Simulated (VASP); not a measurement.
# Ge in VASP: relaxation of the atoms with PBEsol

Aim: the relaxation of the atoms of Ge with PBEsol.

Program: VASP 6.6.1. These are calculated values, not measurements. Logs are shortened: lines on timing, memory, paths and dates and some standing lists are left out, and cuts for length are marked.

## Step 1: The cell of the first run

The cell holds a slab with vacuum, 6 atoms: a = 3.997 Å, b = 3.997 Å, c = 24.426 Å, α = 90.00°, β = 90.00°, γ = 120.00°.

## Step 2: Relaxation of the atoms, PBEsol

File INCAR:

```
SYSTEM = Ge
PREC = Accurate
ENCUT = 520
EDIFF = 1E-6
ISMEAR = 0
SIGMA = 0.1
LREAL = .FALSE.
LASPH = .TRUE.
NELM = 80
ALGO = Fast
ISIF = 2
LWAVE = .FALSE.
LCHARG = .FALSE.
LDIPOL = .TRUE.
IDIPOL = 3
DIPOL = 0.5 0.5 0.500
GGA = PS
IBRION = 2
NSW = 90
EDIFFG = -0.03
KPAR = 4
```

File KPOINTS:

```
Automatic mesh
0
G
  9 9 1
  0 0 0
```

File POSCAR:

```
Ge
1.0
    3.9969678642      0.0000000000      0.0000000000
   -1.9984839321      3.4614757085      0.0000000000
    0.0000000000      0.0000000000     24.4263442894
Ge
6
Selective dynamics
Direct
    0.3333333333      0.6666666667      0.3479849420  F F F
    0.6666666667      0.3333333333      0.3819637946  F F F
    0.6666666667      0.3333333333      0.4830105737  F F F
    0.3333333333      0.6666666667      0.5169894263  T T T
    0.3333333333      0.6666666667      0.6180362054  T T T
    0.6666666667      0.3333333333      0.6520150580  T T T
```

Potentials or basis: VASP PAW PBE potentials, release 64 (Ge_d).

On the command line:

```sh
> cat potpaw_PBE.64/Ge_d/POTCAR > POTCAR
> mpirun -np 4 vasp_std > vasp.out
```

OUTCAR:

```text
SYSTEM = Ge
   PREC = Accurate
   ENCUT = 520
   EDIFF = 1E-6
   ISMEAR = 0
   LREAL = .FALSE.
   LASPH = .TRUE.
   NELM = 80
   ISIF = 2
   GGA = PS
   IBRION = 2
   NSW = 90
   EDIFFG = -0.03

 ion  position               nearest neighbor table
   1  0.333  0.667  0.348-   2 2.45   2 2.45   2 2.45
   2  0.667  0.333  0.382-   1 2.45   1 2.45   1 2.45   3 2.47
   3  0.667  0.333  0.483-   4 2.45   4 2.45   4 2.45   2 2.47
   4  0.333  0.667  0.517-   3 2.45   3 2.45   3 2.45   5 2.47
   5  0.333  0.667  0.618-   6 2.45   6 2.45   6 2.45   4 2.47
   6  0.667  0.333  0.652-   5 2.45   5 2.45   5 2.45

  LATTYP: Found a hexagonal cell.
 ALAT       =     3.9969678642
 C/A-ratio  =     6.1112185835

  Lattice vectors:

 A1 = (   3.9969678642,   0.0000000000,   0.0000000000)
 A2 = (  -1.9984839321,   3.4614757085,   0.0000000000)
 A3 = (   0.0000000000,   0.0000000000,  24.4263442894)

Analysis of symmetry for initial positions (statically):
=====================================================================
 Subroutine PRICEL returns:
 Original cell was already a primitive cell.

 Routine SETGRP: Setting up the symmetry group for a
 hexagonal supercell.

 Subroutine GETGRP returns: Found 12 space group operations
 (whereof 12 operations were pure point group operations)
 out of a pool of 24 trial point group operations.

The static configuration has the point symmetry D_3d.

Analysis of symmetry for dynamics (positions and initial velocities):
=====================================================================
 Subroutine PRICEL returns:
 Original cell was already a primitive cell.

 Routine SETGRP: Setting up the symmetry group for a
 hexagonal supercell.

 Subroutine GETGRP returns: Found 12 space group operations
 (whereof 12 operations were pure point group operations)
 out of a pool of 24 trial point group operations.

The dynamic configuration has the point symmetry D_3d.

Analysis of constrained symmetry for selective dynamics:
=====================================================================
 Subroutine PRICEL returns:
 Original cell was already a primitive cell.

 Routine SETGRP: Setting up the symmetry group for a
 hexagonal supercell.

 Subroutine GETGRP returns: Found  6 space group operations
 (whereof  6 operations were pure point group operations)
 out of a pool of 24 trial point group operations.

The constrained configuration has the point symmetry C_3v.

 Subroutine INISYM returns: Found  6 space group operations
 (whereof  6 operations are pure point group operations),
 and found     1 'primitive' translations

----------------------------------------------------------------------------------------

                                     Primitive cell

  volume of cell :     337.9484

  direct lattice vectors                    reciprocal lattice vectors
     3.996967864  0.000000000  0.000000000     0.250189652  0.144447063  0.000000000
    -1.998483932  3.461475709  0.000000000     0.000000000  0.288894126  0.000000000
     0.000000000  0.000000000 24.426344289     0.000000000  0.000000000  0.040939405

  length of vectors
     3.996967864  3.996967864 24.426344289     0.288894126  0.288894126  0.040939405

  position of ions in fractional coordinates (direct lattice)
     0.333333333  0.666666667  0.347984942
     0.666666667  0.333333333  0.381963795
     0.666666667  0.333333333  0.483010574
     0.333333333  0.666666667  0.516989426
     0.333333333  0.666666667  0.618036205
     0.666666667  0.333333333  0.652015058

  ion indices of the primitive-cell ions
   primitive index   ion index
                 1           1
                 2           2
[... 36 lines left out ...]
  0.333333 -0.000000  0.000000      6.000000
  0.444444 -0.000000  0.000000      6.000000
  0.111111  0.111111  0.000000      6.000000
  0.222222  0.111111  0.000000     12.000000
  0.333333  0.111111  0.000000     12.000000
  0.444444  0.111111  0.000000      6.000000
  0.222222  0.222222  0.000000      6.000000
  0.333333  0.222222  0.000000     12.000000
  0.333333  0.333333  0.000000      2.000000
   k-points           NKPTS =     12   k-points in BZ     NKDIM =     12   number of bands    NBANDS=     50
   number of dos      NEDOS =    301   number of ions     NIONS =      6
   total plane-waves  NPLWV = 172800
   dimension x,y,z NGX =    30 NGY =   30 NGZ =  192
   dimension x,y,z NGXF=    60 NGYF=   60 NGZF=  384
   ions per type =               6
   NGX,Y,Z   is equivalent  to a cutoff of  12.48, 12.48, 13.07 a.u.
   NGXF,Y,Z  is equivalent  to a cutoff of  24.96, 24.96, 26.14 a.u.
 SYSTEM =  Ge
   PREC   = accura    normal or accurate (medium, high low for compatibility)
   ISTART =      0    job   : 0-new  1-cont  2-samecut
   ICHARG =      2    charge: 1-file 2-atom 10-const
   ISPIN  =      1    spin polarized calculation?
   LNONCOLLINEAR =      F non collinear calculations
   LSORBIT =      F    spin-orbit coupling
   LASPH  =      T    aspherical Exc in radial PAW
   ENCUT  =  520.0 eV  38.22 Ry    6.18 a.u.   7.43  7.43 45.42*2*pi/ulx,y,z
   NELM   =     80;   NELMIN=  2; NELMDL= -5     # of ELM steps
   EDIFF  = 0.1E-05   stopping-criterion for ELM
   LREAL  =      F    real-space projection
   EDIFFG = -.3E-01   stopping-criterion for IOM
   NSW    =     90    number of steps for IOM
   IBRION =      2    ionic relax: 0-MD 1-quasi-New 2-CG
   NFREE  =      1    steps in history (QN), initial steepest desc. (CG)
   ISIF   =      2    stress and relaxation
   ISYM   =      2    0-nonsym 1-usesym 2-fastsym
   POTIM  = 0.5000    time-step for ionic-motion
   TEBEG  =    0.0;   TEEND  =   0.0 temperature during run
   PSTRESS=    0.0 pullay stress
   NELECT =      84.0000    total number of electrons
   NUPDOWN=      -1.0000    fix difference up-down
   EMIN   =  10.00;   EMAX   =-10.00  energy-range for DOS
   EFERMI =   0.00;   METHOD = LEGACY
   ISMEAR =     0;   SIGMA  =   0.10  broadening in eV -4-tet -1-fermi 0-gaus
   EFERMI_NEDOS =   21; number of points for ismear=-14 and -15
   IALGO  =     68    algorithm
   IMIX   =      4    mixing-type and parameters
     AMIX     =   0.40;   BMIX     =  1.00
     AMIX_MAG =   1.60;   BMIX_MAG =  1.00
  volume/ion in A,a.u.               =      56.32       380.10
  Fermi-wavevector in a.u.,A,eV,Ry     =   1.029322  1.945136 14.415415  1.059503
  Thomas-Fermi vector in A             =   2.163363
   LORBIT       =      0    0 simple, 1 ext, 2 COOP (PROOUT), +10 PAW based schemes
   GGA     = PS    functional components
   LHFCALC =     F    Hartree Fock is set to
   AEXX    =    0.0000 exact exchange contribution
   IVDW    =     0    specifies the selected vdW correction
   LEPSILON=     F    determine dielectric tensor
   LRPA    =     F    only Hartree local field effects (RPA)
 conjugate gradient relaxation of ions
 non-spin polarized calculation
 RMM-DIIS sequential band-by-band and
 Gauss-broadening in eV      SIGMA  =   0.10
  energy-cutoff  :      520.00
  volume of cell :      337.95
 maximum number of plane-waves:      9137
 NGX is ok and might be reduce to    30
   NGX = 15   NGY = 15   NGZ = 91

 dipolmoment           0.000000      0.000000      0.000000 electrons x Angstroem

--------------------------------------- Ionic step        1  -------------------------------------------

 number of electron      84.0000068 magnetization

 Free energy of the ion-electron system (eV)
  ---------------------------------------------------
  ext. energy  EPLUGINS =         0.00000000
  ---------------------------------------------------
  free energy    TOTEN  =       -27.49786495 eV

  energy without entropy =      -27.47003096  energy(sigma->0) =      -27.48394795

------------------------ aborting loop because EDIFF is reached ----------------------------------------

  FORCE on cell =-STRESS in cart. coord.  units (eV):
  Direction    XX          YY          ZZ          XY          YZ          ZX
  --------------------------------------------------------------------------------------
  -------------------------------------------------------------------------------------
  Total       -0.1239821     -0.1239821      0.5996179      0.0000000      0.0000000      0.0000000
  in kB       -0.5877857     -0.5877857      2.8427245      0.0000000      0.0000000      0.0000000
  external PRESSURE =       0.5557177 kB  Pullay stress =       0.0000000 kB
[... 149 lines left out ...]
 number of electron      84.0000071 magnetization

------------------------ aborting loop because EDIFF is reached ----------------------------------------

 vacuum level on the upper side and lower side of the slab       (xc-potential included)        -0.063        -0.037

  FORCE on cell =-STRESS in cart. coord.  units (eV):
  Direction    XX          YY          ZZ          XY          YZ          ZX
  --------------------------------------------------------------------------------------
  -------------------------------------------------------------------------------------
  Total        0.0841427      0.0841427      0.3657856      0.0000000      0.0000000     -0.0000000
  in kB        0.3989114      0.3989114      1.7341507      0.0000000      0.0000000     -0.0000000
  external PRESSURE =       0.8439911 kB  Pullay stress =       0.0000000 kB
[... 27 lines left out ...]
--------------------------------------- Ionic step        6  -------------------------------------------

 number of electron      84.0000071 magnetization

 dipolmoment           0.000000      0.000000     -0.005962 electrons x Angstroem

 Free energy of the ion-electron system (eV)
  ---------------------------------------------------
  ext. energy  EPLUGINS =         0.00000000
  ---------------------------------------------------
  free energy    TOTEN  =       -27.50526734 eV

  energy without entropy =      -27.47823143  energy(sigma->0) =      -27.49174938

 E-fermi :  -0.9454     XC(G=0):  -4.6503

 val. band max:       -0.9535682515   @ k =   0.2222   0.1111   0.0000
 cond. band min:      -0.9153002381   @ k =   0.3333  -0.0000   0.0000
 fundamental gap:      0.0382680133
 Fermi energy:        -0.9453980872

 k-point     1 :       0.0000    0.0000    0.0000
  band No.  band energies     occupation
      1     -25.4848      2.00000
      2     -25.4848      2.00000
      3     -25.4397      2.00000
      4     -25.4190      2.00000
      5     -25.4190      2.00000
      6     -25.4186      2.00000
[... 625 lines left out ...]
     49       4.7410      0.00000
     50       5.3669      0.00000

------------------------ aborting loop because EDIFF is reached ----------------------------------------

 vacuum level on the upper side and lower side of the slab       (xc-potential included)        -0.050         0.017

  FORCE on cell =-STRESS in cart. coord.  units (eV):
  Direction    XX          YY          ZZ          XY          YZ          ZX
  --------------------------------------------------------------------------------------
  -------------------------------------------------------------------------------------
  Total        0.0858668      0.0858668      0.3748321      0.0000000      0.0000000      0.0000000
  in kB        0.4070855      0.4070855      1.7770387      0.0000000      0.0000000      0.0000000
  external PRESSURE =       0.8637366 kB  Pullay stress =       0.0000000 kB
[... 21 lines left out ...]
  FREE ENERGIE OF THE ION-ELECTRON SYSTEM (eV)
  ---------------------------------------------------
  free  energy   TOTEN  =       -27.5052673359 eV

  energy  without entropy=      -27.4782314280  energy(sigma->0) =      -27.49174938

 reached required accuracy - stopping structural energy minimisation

 vacuum level on the upper side and lower side of the slab         3.625         3.703
```

It took 10 min on 4 MPI ranks of Oxide Virtual Turin-like, shared host; peak memory 0.5 GiB.

Results:

```
Free energy               : -27.5053 eV
Energy gained by relaxing : 1.2 meV/atom
Ionic steps               : 6
Band gap on the k mesh    : zero (bands 42 and 43 overlap by 0.39 eV)
```

The path:
| step | energy change (eV) | largest force on free atoms (eV/Å) | pressure (GPa) |
| --- | --- | --- | --- |
| 1 | 0.0000 | 0.3062 | 0.06 |
| 2 | -0.0050 | 0.1711 | 0.07 |
| 3 | -0.0071 | 0.0460 | 0.08 |
| 4 | -0.0072 | 0.0574 | 0.09 |
| 5 | -0.0072 | 0.0481 | 0.08 |
| 6 | -0.0074 | 0.0243 | 0.09 |

Final structure:
```
CELL_PARAMETERS angstrom
3.99697 0.00000 0.00000
-1.99848 3.46148 0.00000
0.00000 0.00000 24.42634
ATOMIC_POSITIONS crystal
Ge 0.33333 0.66667 0.34798
Ge 0.66667 0.33333 0.38196
Ge 0.66667 0.33333 0.48301
Ge 0.33333 0.66667 0.51648
Ge 0.33333 0.66667 0.61940
Ge 0.66667 0.33333 0.65137
```

Caveat: the PAW data sets were made with another functional, which shifts forces and pressure a little.

The gap in the log of VASP goes by the Fermi energy; the results here count the filled bands.